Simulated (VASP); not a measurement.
# MoS2 (P-3m1) in VASP: a series of runs

The runs below take MoS2 through single point, with r2SCAN.

Everything below comes from runs of VASP 6.6.1. Logs are shortened: lines on timing, memory, paths and dates and some standing lists are left out, and cuts for length are marked.

## 1. The cell of the first run

Symmetry: P-3m1, No. 164, trigonal system. Conventional cell: a = 3.281 Å, b = 3.281 Å, c = 6.239 Å, α = 90.00°, β = 90.00°, γ = 120.00°. Mo (site symmetry -3m) has 6 S at 2.42 Å within 3.2 Å. Within 3.2 Å of S (site symmetry 3m) lie 3 Mo at 2.42 Å.

## 2. Single point, r2SCAN

Contents of POSCAR:

```
MoS2
1.0
    3.2811554481      0.0000000000      0.0000000000
   -1.6405772157      2.8415632807      0.0000000000
    0.0000000000      0.0000000000      6.2385655817
Mo S
1 2
Direct
    0.0000000000      0.0000000000      0.5000000000
    0.3333333333      0.6666666667      0.2593184763
    0.6666666667      0.3333333333      0.7406815237
```

Contents of INCAR.step1:

```
SYSTEM = MoS2
ALGO = Normal
EDIFF = 1E-4
ENCUT = 520
GGA = PE
ISMEAR = 0
LASPH = .True.
LCHARG = .False.
LREAL = .False.
LWAVE = .True.
NBANDS = 20
NELM = 100
PREC = Accurate
SIGMA = 0.1
```

Contents of INCAR.step2:

```
SYSTEM = MoS2
ALGO = Normal
EDIFF = 1E-7
ENCUT = 520
ISIF = 2
ISMEAR = 0
ISTART = 1
LASPH = .True.
LCHARG = .False.
LMIXTAU = .True.
LREAL = .False.
LWAVE = .False.
METAGGA = R2SCAN
NBANDS = 20
NELM = 100
PREC = Accurate
SIGMA = 0.1
```

Contents of KPOINTS:

```
k-points
0
Gamma
  4 4 2
  0 0 0
```

Potentials or basis: VASP PAW PBE potentials, release 64 (Mo_sv, S).

On the command line:

```
> cat potpaw_PBE.64/Mo_sv/POTCAR potpaw_PBE.64/S/POTCAR > POTCAR
> cp INCAR.step1 INCAR
> mpirun -np 1 vasp_std > vasp.out
> cp INCAR.step2 INCAR
> mpirun -np 1 vasp_std > vasp.out
```

OUTCAR:

```text
SYSTEM = MoS2
   EDIFF = 1E-7
   ENCUT = 520
   ISIF = 2
   ISMEAR = 0
   ISTART = 1
   LASPH = .True.
   LREAL = .False.
   METAGGA = R2SCAN
   NELM = 100
   PREC = Accurate

 ion  position               nearest neighbor table
   1  0.000  0.000  0.500-   2 2.42   3 2.42   3 2.42   2 2.42   3 2.42   2 2.42
   2  0.333  0.667  0.259-   1 2.42   1 2.42   1 2.42
   3  0.667  0.333  0.741-   1 2.42   1 2.42   1 2.42

  LATTYP: Found a hexagonal cell.
 ALAT       =     3.2811554481
 C/A-ratio  =     1.9013319181

  Lattice vectors:

 A1 = (   3.2811554481,   0.0000000000,   0.0000000000)
 A2 = (  -1.6405772157,   2.8415632807,   0.0000000000)
 A3 = (   0.0000000000,   0.0000000000,   6.2385655817)

Analysis of symmetry for initial positions (statically):
=====================================================================
 Subroutine PRICEL returns:
 Original cell was already a primitive cell.

 Routine SETGRP: Setting up the symmetry group for a
 hexagonal supercell.

 Subroutine GETGRP returns: Found 12 space group operations
 (whereof 12 operations were pure point group operations)
 out of a pool of 24 trial point group operations.

The static configuration has the point symmetry D_3d.

Analysis of symmetry for dynamics (positions and initial velocities):
=====================================================================
 Subroutine PRICEL returns:
 Original cell was already a primitive cell.

 Routine SETGRP: Setting up the symmetry group for a
 hexagonal supercell.

 Subroutine GETGRP returns: Found 12 space group operations
 (whereof 12 operations were pure point group operations)
 out of a pool of 24 trial point group operations.

The dynamic configuration has the point symmetry D_3d.

 Subroutine INISYM returns: Found 12 space group operations
 (whereof 12 operations are pure point group operations),
 and found     1 'primitive' translations

----------------------------------------------------------------------------------------

                                     Primitive cell

  volume of cell :      58.1660

  direct lattice vectors                    reciprocal lattice vectors
     3.281155448  0.000000000  0.000000000     0.304770687  0.175959426  0.000000000
    -1.640577216  2.841563281  0.000000000     0.000000000  0.351918962  0.000000000
     0.000000000  0.000000000  6.238565582     0.000000000  0.000000000  0.160293258

  length of vectors
     3.281155448  3.281154595  6.238565582     0.351918870  0.351918962  0.160293258

  position of ions in fractional coordinates (direct lattice)
     0.000000000  0.000000000  0.500000000
     0.333333333  0.666666667  0.259318476
     0.666666667  0.333333333  0.740681524

  ion indices of the primitive-cell ions
   primitive index   ion index
                 1           1
                 2           2
                 3           3

----------------------------------------------------------------------------------------

 KPOINTS: k-points

Automatic generation of k-mesh.
 Grid dimensions read from file:
 generate k-points for:    4    4    2

 Generating k-lattice:

  Cartesian coordinates                     Fractional coordinates (reciprocal lattice)
     0.076192672  0.043989857  0.000000000     0.250000000 -0.000000000  0.000000000
     0.000000000  0.087979740  0.000000000     0.000000000  0.250000000  0.000000000
     0.000000000  0.000000000  0.080146629     0.000000000  0.000000000  0.500000000

  Length of vectors
     0.087979718  0.087979740  0.080146629

  Shift w.r.t. Gamma in fractional coordinates (k-lattice)
     0.000000000  0.000000000  0.000000000

 Subroutine IBZKPT returns following result:
 ===========================================

 Found      8 irreducible k-points:

 Following reciprocal coordinates:
            Coordinates               Weight
  0.000000  0.000000  0.000000      1.000000
  0.250000  0.000000  0.000000      6.000000
  0.500000  0.000000  0.000000      3.000000
  0.250000  0.250000  0.000000      6.000000
  0.000000  0.000000  0.500000      1.000000
  0.250000  0.000000  0.500000      6.000000
  0.500000  0.000000  0.500000      3.000000
  0.250000  0.250000  0.500000      6.000000
   k-points           NKPTS =      8   k-points in BZ     NKDIM =      8   number of bands    NBANDS=     20
   number of dos      NEDOS =    301   number of ions     NIONS =      3
   total plane-waves  NPLWV =  27648
   dimension x,y,z NGX =    24 NGY =   24 NGZ =   48
   dimension x,y,z NGXF=    48 NGYF=   48 NGZF=   96
   ions per type =               1   2
   NGX,Y,Z   is equivalent  to a cutoff of  12.16, 12.16, 12.79 a.u.
   NGXF,Y,Z  is equivalent  to a cutoff of  24.32, 24.32, 25.58 a.u.
 SYSTEM =  MoS2
   PREC   = accura    normal or accurate (medium, high low for compatibility)
   ISTART =      1    job   : 0-new  1-cont  2-samecut
   ICHARG =      0    charge: 1-file 2-atom 10-const
   ISPIN  =      1    spin polarized calculation?
   LNONCOLLINEAR =      F non collinear calculations
   LSORBIT =      F    spin-orbit coupling
   LASPH  =      T    aspherical Exc in radial PAW
   ENCUT  =  520.0 eV  38.22 Ry    6.18 a.u.   6.10  6.10 11.60*2*pi/ulx,y,z
   NELM   =    100;   NELMIN=  2; NELMDL=  0     # of ELM steps
   EDIFF  = 0.1E-06   stopping-criterion for ELM
   LREAL  =      F    real-space projection
   EDIFFG = 0.1E-05   stopping-criterion for IOM
   NSW    =      0    number of steps for IOM
   IBRION =     -1    ionic relax: 0-MD 1-quasi-New 2-CG
   NFREE  =      0    steps in history (QN), initial steepest desc. (CG)
   ISIF   =      2    stress and relaxation
   ISYM   =      2    0-nonsym 1-usesym 2-fastsym
   POTIM  = 0.5000    time-step for ionic-motion
   TEBEG  =    0.0;   TEEND  =   0.0 temperature during run
   PSTRESS=    0.0 pullay stress
   NELECT =      26.0000    total number of electrons
   NUPDOWN=      -1.0000    fix difference up-down
   EMIN   =  10.00;   EMAX   =-10.00  energy-range for DOS
   EFERMI =   0.00;   METHOD = LEGACY
   ISMEAR =     0;   SIGMA  =   0.10  broadening in eV -4-tet -1-fermi 0-gaus
   EFERMI_NEDOS =   21; number of points for ismear=-14 and -15
   IALGO  =     38    algorithm
   IMIX   =      4    mixing-type and parameters
     AMIX     =   0.40;   BMIX     =  1.00
     AMIX_MAG =   1.60;   BMIX_MAG =  1.00
  volume/ion in A,a.u.               =      19.39       130.84
  Fermi-wavevector in a.u.,A,eV,Ry     =   1.251727  2.365421 21.317890  1.566821
  Thomas-Fermi vector in A             =   2.385661
   LORBIT       =      0    0 simple, 1 ext, 2 COOP (PROOUT), +10 PAW based schemes
   METAGGA = R2SCAN    functional components
   LHFCALC =     F    Hartree Fock is set to
   AEXX    =    0.0000 exact exchange contribution
   IVDW    =     0    specifies the selected vdW correction
   LEPSILON=     F    determine dielectric tensor
   LRPA    =     F    only Hartree local field effects (RPA)
 non-spin polarized calculation
 Gauss-broadening in eV      SIGMA  =   0.10
  energy-cutoff  :      520.00
  volume of cell :       58.17
 maximum number of plane-waves:      1586
   NGX = 13   NGY = 13   NGZ = 23

 number of electron      25.9999998 magnetization

 Free energy of the ion-electron system (eV)
  ---------------------------------------------------
  ext. energy  EPLUGINS =         0.00000000
  ---------------------------------------------------
  free energy    TOTEN  =       -44.08914272 eV

  energy without entropy =      -44.07176139  energy(sigma->0) =      -44.08045205

 E-fermi :   6.5430     XC(G=0): -10.9553

 val. band max:        6.5012184362   @ k =   0.2500   0.2500   0.5000
 cond. band min:       6.7226341678   @ k =   0.2500   0.2500   0.5000
 fundamental gap:      0.2214157316
 Fermi energy:         6.5430432153

 k-point     1 :       0.0000    0.0000    0.0000
  band No.  band energies     occupation
      1     -57.2711      2.00000
      2     -30.5754      2.00000
      3     -30.5754      2.00000
      4     -30.5348      2.00000
      5      -8.8734      2.00000
      6      -7.3003      2.00000
[... 12 lines left out ...]
     19      13.3465      0.00000
     20      16.4943      0.00000

 k-point     2 :       0.2500    0.0000    0.0000
  band No.  band energies     occupation
      1     -57.2572      2.00000
      2     -30.7251      2.00000
      3     -30.6100      2.00000
      4     -30.5041      2.00000
      5      -8.0399      2.00000
      6      -7.1970      2.00000
[... 12 lines left out ...]
     19      14.8275      0.00000
     20      15.2686      0.00000

 k-point     3 :       0.5000    0.0000    0.0000
  band No.  band energies     occupation
      1     -57.2432      2.00000
      2     -30.8712      2.00000
      3     -30.6442      2.00000
      4     -30.4731      2.00000
      5      -7.3455      2.00000
      6      -6.6660      2.00000
[... 12 lines left out ...]
     19      13.8652      0.00000
     20      15.4451      0.00000

 k-point     4 :       0.2500    0.2500    0.0000
  band No.  band energies     occupation
      1     -57.2432      2.00000
      2     -30.8151      2.00000
      3     -30.7018      2.00000
      4     -30.4732      2.00000
      5      -7.0323      2.00000
      6      -7.0230      2.00000
[... 12 lines left out ...]
     19      15.2890      0.00000
     20      15.9448      0.00000

 k-point     5 :       0.0000    0.0000    0.5000
  band No.  band energies     occupation
      1     -57.2711      2.00000
      2     -30.5754      2.00000
      3     -30.5754      2.00000
      4     -30.5349      2.00000
      5      -8.6951      2.00000
      6      -7.5942      2.00000
[... 12 lines left out ...]
     19      14.9827      0.00000
     20      16.0860      0.00000

 k-point     6 :       0.2500    0.0000    0.5000
  band No.  band energies     occupation
      1     -57.2572      2.00000
      2     -30.7251      2.00000
      3     -30.6100      2.00000
      4     -30.5041      2.00000
      5      -7.8849      2.00000
      6      -7.3899      2.00000
[... 12 lines left out ...]
     19      14.5500      0.00000
     20      15.4116      0.00000

 k-point     7 :       0.5000    0.0000    0.5000
  band No.  band energies     occupation
      1     -57.2432      2.00000
      2     -30.8712      2.00000
      3     -30.6442      2.00000
      4     -30.4731      2.00000
      5      -7.4047      2.00000
      6      -6.5819      2.00000
[... 12 lines left out ...]
     19      12.9686      0.00000
     20      13.8571      0.00000

 k-point     8 :       0.2500    0.2500    0.5000
  band No.  band energies     occupation
      1     -57.2432      2.00000
      2     -30.8151      2.00000
      3     -30.7018      2.00000
      4     -30.4732      2.00000
      5      -7.1172      2.00000
      6      -6.9341      2.00000
[... 12 lines left out ...]
     19      14.4059      0.00000
     20      15.6694      0.00000

------------------------ aborting loop because EDIFF is reached ----------------------------------------

  FORCE on cell =-STRESS in cart. coord.  units (eV):
  Direction    XX          YY          ZZ          XY          YZ          ZX
  --------------------------------------------------------------------------------------
  -------------------------------------------------------------------------------------
  Total        0.0392354      0.0392353      0.0302637      0.0000000      0.0000000     -0.0000000
  in kB        1.0807350      1.0807345      0.8336123      0.0000002      0.0000000     -0.0000000
  external PRESSURE =       0.9983606 kB  Pullay stress =       0.0000000 kB

 VOLUME and BASIS-vectors are now :
 -----------------------------------------------------------------------------
  energy-cutoff  :      520.00
  volume of cell :       58.17
      direct lattice vectors                 reciprocal lattice vectors
     3.281155448  0.000000000  0.000000000     0.304770687  0.175959426  0.000000000
    -1.640577216  2.841563281  0.000000000     0.000000000  0.351918962  0.000000000
     0.000000000  0.000000000  6.238565582     0.000000000  0.000000000  0.160293258

 POSITION                                       TOTAL-FORCE (eV/Angst)
 -----------------------------------------------------------------------------------
      0.00000      0.00000      3.11928        -0.000000      0.000000      0.000000
      0.00000      1.89438      1.61778         0.000000     -0.000000     -0.077847
      1.64058      0.94719      4.62079         0.000000     -0.000000      0.077847
 -----------------------------------------------------------------------------------
    total drift:                               -0.000000     -0.000000     -0.000000

  FREE ENERGIE OF THE ION-ELECTRON SYSTEM (eV)
  ---------------------------------------------------
  free  energy   TOTEN  =       -44.0891427163 eV

  energy  without entropy=      -44.0717613920  energy(sigma->0) =      -44.08045205
```

Run time: 88 s. Hardware: 1 thread of AMD EPYC 7R13, shared host; peak memory 0.14 GiB.

What came out:

```yaml
Free_energy: -44.0891 eV
Pressure: 0.1 GPa
Largest_force: 0.078 eV/Å
Band_gap_on_the_k_mesh: zero (band 13 reaches 6.50 eV, above the bottom of band 14 at 5.92 eV)
```

Forces on the atoms (eV/Å):
```
Mo   0.000  0.000  0.000
S    0.000  0.000 -0.078
S    0.000  0.000  0.078
```

Levels at points of the mesh, in eV from the Fermi level:
| k point | band 9 | band 10 | band 11 | band 12 | band 13 | band 14 | band 15 | band 16 | band 17 | band 18 |
| --- | --- | --- | --- | --- | --- | --- | --- | --- | --- | --- |
| (0.00, 0.00, 0.00) | -4.46 | -1.82 | -1.03 | -1.03 | -0.74 | -0.55 | -0.55 | 3.43 | 3.43 | 6.45 |
| (0.50, 0.00, 0.00) | -4.83 | -4.43 | -3.34 | -2.03 | -1.56 | 0.80 | 1.68 | 3.87 | 4.09 | 6.21 |
| (0.00, 0.00, 0.50) | -4.45 | -3.55 | -1.04 | -1.04 | -0.62 | -0.62 | 0.19 | 3.60 | 3.60 | 6.42 |
| (0.50, 0.00, 0.50) | -4.83 | -4.49 | -2.52 | -1.92 | -1.88 | 0.80 | 1.66 | 3.53 | 5.05 | 5.12 |

Caveat: the k points lie up to 0.55 Å⁻¹ apart; the PAW data sets were made with another functional, which shifts forces and pressure a little.

## 3. Single point, r2SCAN

Contents of POSCAR:

```
MoS2
1.0
    3.2811734019      0.0000000000      0.0000000000
   -1.6405861926      2.8415788291      0.0000000000
    0.0000000000      0.0000000000      6.2386118519
Mo S
1 2
Direct
    0.0000000000      0.0000000000      0.5000000000
    0.3333333333      0.6666666667      0.2592897722
    0.6666666667      0.3333333333      0.7407102278
```

Contents of INCAR.step1:

```
SYSTEM = MoS2
  PREC = Accurate
  ENCUT = 520
  ISMEAR = 0
  SIGMA = 0.1
  LREAL = .False.
  LASPH = .True.
  NELM = 100
  NBANDS = 20
  GGA = PE
  ALGO = Normal
  EDIFF = 1E-4
  LWAVE = .True.
  LCHARG = .False.
```

Contents of INCAR.step2:

```
SYSTEM = MoS2
  PREC = Accurate
  ENCUT = 520
  EDIFF = 1E-7
  ISMEAR = 0
  SIGMA = 0.1
  LREAL = .False.
  LASPH = .True.
  NELM = 100
  ALGO = Normal
  ISIF = 2
  LWAVE = .False.
  LCHARG = .False.
  METAGGA = R2SCAN
  LMIXTAU = .True.
  NBANDS = 20
  ISTART = 1
```

Contents of KPOINTS:

```
Automatic mesh
0
Gamma
  4 4 2
  0 0 0
```

Potentials or basis: VASP PAW PBE potentials, release 64 (Mo_sv, S).

On the command line:

```
> cat potpaw_PBE.64/Mo_sv/POTCAR potpaw_PBE.64/S/POTCAR > POTCAR
> cp INCAR.step1 INCAR
> mpirun -np 1 vasp_std > vasp.out
> cp INCAR.step2 INCAR
> mpirun -np 1 vasp_std > vasp.out
```

Wall time 1.8 min (1 thread of AMD EPYC 7R13, shared host); peak memory 0.14 GiB.

The run converged. Its results:

* Free energy: -44.0892 eV
* Pressure: 0.1 GPa
* Largest force: 0.074 eV/Å
* Band gap on the k mesh: zero (band 13 reaches 6.50 eV, above the bottom of band 14 at 5.92 eV)

Forces on the atoms (eV/Å):
```
Mo   0.000  0.000  0.000
S    0.000  0.000 -0.074
S    0.000  0.000  0.074
```

Levels at points of the mesh, in eV from the Fermi level:
| k point | band 10 | band 11 | band 12 | band 13 | band 14 | band 15 | band 16 | band 17 |
| --- | --- | --- | --- | --- | --- | --- | --- | --- |
| (0.00, 0.00, 0.00) | -1.82 | -1.03 | -1.03 | -0.74 | -0.55 | -0.55 | 3.43 | 3.43 |
| (0.50, 0.00, 0.00) | -4.43 | -3.34 | -2.03 | -1.56 | 0.80 | 1.68 | 3.87 | 4.09 |
| (0.00, 0.00, 0.50) | -3.55 | -1.04 | -1.04 | -0.62 | -0.62 | 0.19 | 3.60 | 3.60 |
| (0.50, 0.00, 0.50) | -4.49 | -2.52 | -1.92 | -1.88 | 0.80 | 1.66 | 3.53 | 5.05 |

Caveat: the k points lie up to 0.55 Å⁻¹ apart; the PAW data sets were made with another functional, which shifts forces and pressure a little.

(Continued in part 2 of 3.)
